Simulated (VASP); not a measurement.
# Sr (Fm-3m) in VASP: a series of runs

Runs on Sr. Level: r2SCAN. Tasks: relaxation of cell and atoms.

Everything below comes from runs of VASP 6.6.1. Logs are shortened: lines on timing, memory, paths and dates and some standing lists are left out, and cuts for length are marked.

## (1) The cell of the first run

It takes space group Fm-3m (No. 225, cubic). Conventional cell: a = 6.067 Å, b = 6.067 Å, c = 6.067 Å, α = 90.00°, β = 90.00°, γ = 90.00°. Within 5.6 Å of Sr (site symmetry m-3m) lie 12 Sr at 4.29 Å.

## (2) Relaxation of cell and atoms, r2SCAN

File POSCAR:

```
Sr
1.0
    0.0000000000      3.0336031300      3.0336031300
    3.0336031300      0.0000000000      3.0336031300
    3.0336031300      3.0336031300      0.0000000000
Sr
1
Direct
    0.0000000000      0.0000000000      0.0000000000
```

File INCAR.step1:

```
SYSTEM = Sr
PREC = Accurate ; ENCUT = 600
ISMEAR = 0 ; SIGMA = 0.1
LREAL = .False. ; LASPH = .True.
NELM = 60 ; GGA = PE
ALGO = Normal ; EDIFF = 1E-4
LWAVE = .True. ; LCHARG = .False.
```

File INCAR.step2:

```
SYSTEM = Sr
PREC = Accurate ; ENCUT = 600
EDIFF = 1E-7 ; ISMEAR = 0
SIGMA = 0.1 ; LREAL = .False.
LASPH = .True. ; NELM = 60
ALGO = Normal ; ISIF = 3
LWAVE = .False. ; LCHARG = .False.
METAGGA = R2SCAN ; LMIXTAU = .True.
IBRION = 2 ; NSW = 100
EDIFFG = -0.002 ; ISTART = 1
```

File KPOINTS:

```
Automatic mesh
0
Gamma
  12 12 12
  0 0 0
```

Potentials or basis: VASP PAW PBE potentials, release 64 (Sr_sv).

Run with:

```bash
$ cat potpaw_PBE.64/Sr_sv/POTCAR > POTCAR
$ cp INCAR.step1 INCAR
$ mpirun -np 1 vasp_std > vasp.out
$ cp INCAR.step2 INCAR
$ mpirun -np 1 vasp_std > vasp.out
```

OUTCAR:

```text
SYSTEM = Sr
   PREC = Accurate
   ENCUT = 600
   EDIFF = 1E-7
   ISMEAR = 0
   LREAL = .False.
   LASPH = .True.
   NELM = 60
   ISIF = 3
   METAGGA = R2SCAN
   IBRION = 2
   NSW = 100
   EDIFFG = -0.002
   ISTART = 1

 ion  position               nearest neighbor table
   1  0.000  0.000  0.000-

  LATTYP: Found a face centered cubic cell.
 ALAT       =     6.0672062600

  Lattice vectors:

 A1 = (   0.0000000000,   3.0336031300,   3.0336031300)
 A2 = (   3.0336031300,   0.0000000000,   3.0336031300)
 A3 = (   3.0336031300,   3.0336031300,   0.0000000000)

Analysis of symmetry for initial positions (statically):
=====================================================================
 Subroutine PRICEL returns:
 Original cell was already a primitive cell.

 Routine SETGRP: Setting up the symmetry group for a
 face centered cubic supercell.

 Subroutine GETGRP returns: Found 48 space group operations
 (whereof 48 operations were pure point group operations)
 out of a pool of 48 trial point group operations.

The static configuration has the point symmetry O_h .

Analysis of symmetry for dynamics (positions and initial velocities):
=====================================================================
 Subroutine PRICEL returns:
 Original cell was already a primitive cell.

 Routine SETGRP: Setting up the symmetry group for a
 face centered cubic supercell.

 Subroutine GETGRP returns: Found 48 space group operations
 (whereof 48 operations were pure point group operations)
 out of a pool of 48 trial point group operations.

The dynamic configuration has the point symmetry O_h .

 Subroutine INISYM returns: Found 48 space group operations
 (whereof 48 operations are pure point group operations),
 and found     1 'primitive' translations

----------------------------------------------------------------------------------------

                                     Primitive cell

  volume of cell :      55.8350

  direct lattice vectors                    reciprocal lattice vectors
     0.000000000  3.033603130  3.033603130    -0.164820505  0.164820505  0.164820505
     3.033603130  0.000000000  3.033603130     0.164820505 -0.164820505  0.164820505
     3.033603130  3.033603130  0.000000000     0.164820505  0.164820505 -0.164820505

  length of vectors
     4.290162689  4.290162689  4.290162689     0.285477489  0.285477489  0.285477489

[... 94 lines left out ...]
   EFERMI_NEDOS =   21; number of points for ismear=-14 and -15
   IALGO  =     38    algorithm
   IMIX   =      4    mixing-type and parameters
     AMIX     =   0.40;   BMIX     =  1.00
     AMIX_MAG =   1.60;   BMIX_MAG =  1.00
  volume/ion in A,a.u.               =      55.83       376.79
  Fermi-wavevector in a.u.,A,eV,Ry     =   0.922797  1.743833 11.586094  0.851554
  Thomas-Fermi vector in A             =   2.048363
   LORBIT       =      0    0 simple, 1 ext, 2 COOP (PROOUT), +10 PAW based schemes
   METAGGA = R2SCAN    functional components
   LHFCALC =     F    Hartree Fock is set to
   AEXX    =    0.0000 exact exchange contribution
   IVDW    =     0    specifies the selected vdW correction
   LEPSILON=     F    determine dielectric tensor
   LRPA    =     F    only Hartree local field effects (RPA)
 conjugate gradient relaxation of ions
 non-spin polarized calculation
 Gauss-broadening in eV      SIGMA  =   0.10
  energy-cutoff  :      600.00
  volume of cell :       55.83
 maximum number of plane-waves:      1892
 NGX is ok and might be reduce to    36
   NGX = 17   NGY = 17   NGZ = 17

--------------------------------------- Ionic step        1  -------------------------------------------

 number of electron      10.0000000 magnetization

 Free energy of the ion-electron system (eV)
  ---------------------------------------------------
  ext. energy  EPLUGINS =         0.00000000
  ---------------------------------------------------
  free energy    TOTEN  =       -15.10069377 eV

  energy without entropy =      -15.09182637  energy(sigma->0) =      -15.09626007

------------------------ aborting loop because EDIFF is reached ----------------------------------------

  FORCE on cell =-STRESS in cart. coord.  units (eV):
  Direction    XX          YY          ZZ          XY          YZ          ZX
  --------------------------------------------------------------------------------------
  -------------------------------------------------------------------------------------
  Total        0.0706077      0.0706077      0.0706077      0.0000000      0.0000000     -0.0000000
  in kB        2.0260799      2.0260799      2.0260799      0.0000000      0.0000000     -0.0000000
  external PRESSURE =       2.0260799 kB  Pullay stress =       0.0000000 kB
[... 92 lines left out ...]
--------------------------------------- Ionic step        4  -------------------------------------------

 number of electron      10.0000000 magnetization

 Free energy of the ion-electron system (eV)
  ---------------------------------------------------
  ext. energy  EPLUGINS =         0.00000000
  ---------------------------------------------------
  free energy    TOTEN  =       -15.10129937 eV

  energy without entropy =      -15.09228991  energy(sigma->0) =      -15.09679464

 E-fermi :   1.4782     XC(G=0):  -7.6900

 val. band max:        1.4575659206   @ k =  -0.4167   0.2500   0.0000
 cond. band min:       1.4789879395   @ k =   0.5000   0.0833   0.0000
 fundamental gap:      0.0214220189
 Fermi energy:         1.4781918878

 k-point     1 :       0.0000    0.0000    0.0000
  band No.  band energies     occupation
      1     -36.5914      2.00000
      2     -17.8548      2.00000
      3     -17.8548      2.00000
      4     -17.8548      2.00000
      5      -2.2915      2.00000
      6       4.1605      0.00000
      7       4.1605      0.00000
      8       4.1605      0.00000
      9       5.6579      0.00000
[... 265 lines left out ...]
 k-point    24 :      -0.4167    0.1667    0.0000
  band No.  band energies     occupation
      1     -36.5771      2.00000
      2     -18.0201      2.00000
      3     -17.9123      2.00000
      4     -17.8861      2.00000
      5       0.7721      2.00000
      6       1.5164      0.58863
      7       3.3022      0.00000
      8       4.2906      0.00000
      9       6.4031      0.00000

 [... further k-points ...]

------------------------ aborting loop because EDIFF is reached ----------------------------------------

  FORCE on cell =-STRESS in cart. coord.  units (eV):
  Direction    XX          YY          ZZ          XY          YZ          ZX
  --------------------------------------------------------------------------------------
  -------------------------------------------------------------------------------------
  Total       -0.0000088     -0.0000088     -0.0000088      0.0000000      0.0000000      0.0000000
  in kB       -0.0002493     -0.0002493     -0.0002493      0.0000000      0.0000000      0.0000000
  external PRESSURE =      -0.0002493 kB  Pullay stress =       0.0000000 kB
[... 16 lines left out ...]
  FREE ENERGIE OF THE ION-ELECTRON SYSTEM (eV)
  ---------------------------------------------------
  free  energy   TOTEN  =       -15.1012993656 eV

  energy  without entropy=      -15.0922899141  energy(sigma->0) =      -15.09679464

 reached required accuracy - stopping structural energy minimisation
```

OUTCAR.step1:

```text
SYSTEM = Sr
   PREC = Accurate
   ENCUT = 600
   ISMEAR = 0
   LREAL = .False.
   LASPH = .True.
   NELM = 60
[... 505 lines left out ...]
 -----------------------------------------------------------------------------------
      0.00000      0.00000      0.00000         0.000000     -0.000000      0.000000
 -----------------------------------------------------------------------------------
    total drift:                               -0.000000      0.000000      0.000000

  FREE ENERGIE OF THE ION-ELECTRON SYSTEM (eV)
  ---------------------------------------------------
  free  energy   TOTEN  =        -1.6393998514 eV

  energy  without entropy=       -1.6314373565  energy(sigma->0) =       -1.63541860
```

OSZICAR.step1:

```text
N       E                     dE             d eps       ncg     rms          rms(c)
DAV:   1     0.391420259665E+02    0.39142E+02   -0.52480E+03  1296   0.107E+03
DAV:   2     0.100313479262E+00   -0.39042E+02   -0.38718E+02  1448   0.175E+02
DAV:   3    -0.158648610892E+01   -0.16868E+01   -0.16784E+01  1981   0.282E+01
DAV:   4    -0.163588472516E+01   -0.49399E-01   -0.49361E-01  1818   0.480E+00
DAV:   5    -0.163715540391E+01   -0.12707E-02   -0.12703E-02  2090   0.476E-01    0.110E+01
DAV:   6    -0.163851523479E+01   -0.13598E-02   -0.66109E-03  1655   0.113E+00    0.623E+00
DAV:   7    -0.163938408087E+01   -0.86885E-03   -0.11576E-02  1474   0.149E+00    0.295E-01
DAV:   8    -0.163938131635E+01    0.27645E-05   -0.17876E-03  1994   0.271E-01    0.124E-01
DAV:   9    -0.163939985138E+01   -0.18535E-04   -0.22257E-05   842   0.589E-02
   1 F= -.16393999E+01 E0= -.16354186E+01  d E =-.796249E-02
```

Wall time 4.1 min (1 thread of Intel Xeon 6975P-C (Granite Rapids), shared host); peak memory 0.24 GiB.

What came out:

```yaml
Free_energy: -15.1013 eV
Relaxed_volume: 56.81 Å³/atom
Relaxed_cell: a = 4.315 Å, b = 4.315 Å, c = 4.315 Å, α = 60.00°, β = 60.00°, γ = 60.00°
Space_group_after_relaxing_to_0.1_Å: Fm-3m (No. 225)
Energy_gained_by_relaxing: 0.6 meV/atom
Ionic_steps: 4
Pressure_after_relaxing: 0.0 GPa
Band_gap_on_the_k_mesh: zero (bands 5 and 6 overlap by 0.19 eV)
```

Step by step:
```csv
step,energy change (eV),largest force (eV/Å),pressure (GPa),volume (Å³)
1,0.0000,0.0000,0.20,55.83
2,-0.0005,0.0000,0.08,56.41
3,-0.0006,0.0000,-0.01,56.84
4,-0.0006,0.0000,0.00,56.81
```

Final structure:
```xyz
1
Lattice="0.0000 3.0511 3.0511 3.0511 0.0000 3.0511 3.0511 3.0511 0.0000" Properties=species:S:1:pos:R:3 pbc="T T T"
Sr    0.0000    0.0000    0.0000
```

Caveat: the PAW data sets were made with another functional, which shifts forces and pressure a little.

## (3) Relaxation of cell and atoms, r2SCAN

This run uses another cell than the first one, of 56.74 Å³/atom.

File POSCAR:

```
Sr
1.0
    0.0000000000      3.0498862965      3.0498862965
    3.0498862965      0.0000000000      3.0498862965
    3.0498862965      3.0498862965      0.0000000000
Sr
1
Direct
    0.0000000000      0.0000000000      0.0000000000
```

File INCAR.step1:

```
SYSTEM = Sr
  ALGO = Normal
  EDIFF = 1E-4
  ENCUT = 600
  GGA = PE
  ISMEAR = -1
  LASPH = .TRUE.
  LCHARG = .FALSE.
  LREAL = .FALSE.
  LWAVE = .TRUE.
  NELM = 80
  PREC = Accurate
  SIGMA = 0.15
```

File INCAR.step2:

```
SYSTEM = Sr
  ALGO = Normal
  EDIFF = 1E-7
  EDIFFG = -0.001
  ENCUT = 600
  IBRION = 2
  ISIF = 3
  ISMEAR = -1
  ISTART = 1
  LASPH = .TRUE.
  LCHARG = .FALSE.
  LMIXTAU = .TRUE.
  LREAL = .FALSE.
  LWAVE = .FALSE.
  METAGGA = R2SCAN
  NELM = 80
  NSW = 80
  PREC = Accurate
  SIGMA = 0.15
```

File KPOINTS:

```
k-points
0
G
  12 12 12
  0 0 0
```

Potentials or basis: VASP PAW PBE potentials, release 64 (Sr_sv).

Run with:

```bash
$ cat potpaw_PBE.64/Sr_sv/POTCAR > POTCAR
$ cp INCAR.step1 INCAR
$ mpirun -np 1 vasp_std > vasp.out
$ cp INCAR.step2 INCAR
$ mpirun -np 1 vasp_std > vasp.out
```

Run time: 4.3 min. Hardware: 1 thread of Intel Xeon 6975P-C (Granite Rapids), shared host; peak memory 0.24 GiB.

The run converged. Its results:

| Item | Value |
| --- | --- |
| Free energy | -15.1463 eV |
| Relaxed volume | 57.07 Å³/atom |
| Relaxed cell | a = 4.321 Å, b = 4.321 Å, c = 4.321 Å, α = 60.00°, β = 60.00°, γ = 60.00° |
| Space group after relaxing (to 0.1 Å) | Fm-3m (No. 225) |
| Energy gained by relaxing | 0.1 meV/atom |
| Ionic steps | 4 |
| Pressure after relaxing | 0.0 GPa |
| Band gap on the k mesh | zero (bands 5 and 6 overlap by 0.20 eV) |

Final structure:
```
CELL_PARAMETERS angstrom
0.00000 3.05576 3.05576
3.05576 0.00000 3.05576
3.05576 3.05576 0.00000
ATOMIC_POSITIONS crystal
Sr 0.00000 0.00000 0.00000
```

Levels at points of the mesh, in eV from the Fermi level:
| k point | band 1 | band 2 | band 3 | band 4 | band 5 | band 6 | band 7 | band 8 | band 9 |
| --- | --- | --- | --- | --- | --- | --- | --- | --- | --- |
| (0.00, 0.00, 0.00) | -38.06 | -19.32 | -19.32 | -19.32 | -3.75 | 2.69 | 2.69 | 2.69 | 4.19 |
| (0.50, 0.00, 0.00) | -38.04 | -19.50 | -19.34 | -19.34 | -1.01 | -0.05 | 2.51 | 2.51 | 5.23 |
| (0.50, 0.50, 0.00) | -38.04 | -19.49 | -19.39 | -19.39 | -0.53 | 0.55 | 1.00 | 5.23 | 5.53 |

Caveat: the PAW data sets were made with another functional, which shifts forces and pressure a little.

The gap in the log of VASP goes by the Fermi energy; the results here count the filled bands.